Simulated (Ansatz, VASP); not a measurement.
## TaN in VASP and in Ansatz

Contents of POSCAR:

```
TaN
1.0
    0.0000000000      2.2113230000      2.2113230000
    2.2113230000      0.0000000000      2.2113230000
    2.2113230000      2.2113230000      0.0000000000
Ta N
1 1
Direct
    0.5000000000      0.5000000000      0.5000000000
    0.0000000000      0.0000000000      0.0000000000
```

The input INCAR.step1:

```
PREC = Accurate
ENCUT = 520
EDIFF = 1E-5
ISMEAR = -1
SIGMA = 0.05
LREAL = F
LASPH = T
NELM = 100
ALGO = Normal
ISIF = 2
LWAVE = T
GGA = PE
NBANDS = 15
```

Contents of INCAR.step2:

```
PREC = Accurate
ENCUT = 520
EDIFF = 1E-6
ISMEAR = -1
SIGMA = 0.05
LREAL = F
LASPH = T
NELM = 100
ALGO = Normal
ISIF = 2
LWAVE = F
LCHARG = T
GGA = PE
LHFCALC = T
AEXX = 0.25
PRECFOCK = Normal
LELF = T
LVHAR = T
ISTART = 1
NBANDS = 15
```

The input KPOINTS:

```
Automatic mesh
0
Gamma
  6 6 6
```

The input input.yaml:

```yaml
crystal:
  lattice:
    - [0.0, 2.211323, 2.211323]
    - [2.211323, 0.0, 2.211323]
    - [2.211323, 2.211323, 0.0]
  atoms:
    - { symbol: Ta, position: [0.5, 0.5, 0.5] }
    - { symbol: "N", position: [0.0, 0.0, 0.0] }
hamiltonian:
  xc: pbe0
  pseudopotentials: { kind: paw }
kpoints:
  mp_grid: { grid: [6, 6, 6] }
scf:
  occupations: { method: fermi_dirac, width: 0.05 }
output:
  forces: true
  stress: true
  eigenvalues: true
  write_density: true
  write_potential: true
  elf: true
  volumetric_format: npy
```

Alike in both runs: task single point; functional PBE0; k mesh 6 × 6 × 6; occupations fermi-dirac, width 0.05 eV; no spin polarisation.

|  | VASP | Ansatz |
| --- | --- | --- |
| version | VASP 6.6.1 | Ansatz 0.2.0 |
| potentials or method | VASP PAW PBE potentials, release 64 (Ta_pv, N) | Ansatz PAW |
| plane-wave cutoff (eV) | 520 | 420 |
| valence electrons in the cell | 16 | 18 |

```tsv
	VASP	Ansatz	Ansatz less VASP
gap on the k mesh at the Fermi level (eV)	none	none	-
pressure (GPa)	-9.8	-9.4	+0.40
```

A gap of «none» marks a metal or a gap that the smearing closes. The functional is the same, so the differences come from potentials, cutoffs and numerics. VASP's potentials hold 16 valence electrons a cell and Ansatz's 18, so a difference there can come from the potentials and not from the codes.

The k mesh is coarse, so the values compare programs but aren't converged. Spin-orbit coupling is off throughout.
